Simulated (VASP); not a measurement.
Here is a VASP 6.6.1 calculation.

File POSCAR:

```
PbO
1.0
    0.0000000000      2.7987768028      2.7987768028
    2.7987768028      0.0000000000      2.7987768028
    2.7987768028      2.7987768028      0.0000000000
Pb O
1 1
Direct
    0.0000000000      0.0000000000      0.0000000000
    0.2500000000      0.2500000000      0.2500000000
```

The input INCAR.step1:

```
SYSTEM = PbO
PREC = Accurate ; ENCUT = 520
EDIFF = 1E-5 ; ISMEAR = 0
SIGMA = 0.01 ; LREAL = .FALSE.
LASPH = .TRUE. ; NELM = 100
ALGO = Normal ; ISIF = 2
LWAVE = .TRUE. ; LCHARG = .FALSE.
NBANDS = 17 ; GGA = PE
```

The input INCAR.step2:

```
SYSTEM = PbO
PREC = Accurate ; ENCUT = 520
EDIFF = 1E-6 ; ISMEAR = 0
SIGMA = 0.01 ; LREAL = .FALSE.
LASPH = .TRUE. ; NELM = 100
ALGO = Normal ; ISIF = 2
LWAVE = .FALSE. ; LCHARG = .FALSE.
GGA = PE ; LHFCALC = .TRUE.
AEXX = 0.25 ; PRECFOCK = Normal
NBANDS = 17 ; ISTART = 1
```

Contents of KPOINTS:

```
regular mesh
0
G
  6 6 6
  0 0 0
```

Potentials or basis: VASP PAW PBE potentials, release 64 (Pb_d, O).

The run is started by

```sh
$ cat potpaw_PBE.64/Pb_d/POTCAR potpaw_PBE.64/O/POTCAR > POTCAR
$ cp INCAR.step1 INCAR
$ mpirun -np 1 vasp_std > vasp.out
$ cp INCAR.step2 INCAR
$ mpirun -np 1 vasp_std > vasp.out
```

Estimate the band gap on the k mesh.

1.75 eV (least direct gap 1.91 eV).

Predict the pressure.

0.3 GPa.

Caveat: the structure was generated, so it needn't be the stable form of PbO; the PAW data sets were made with another functional, which shifts forces and pressure a little; spin-orbit coupling is left out, which moves the levels of the heavy elements. A k mesh can miss the band edges.
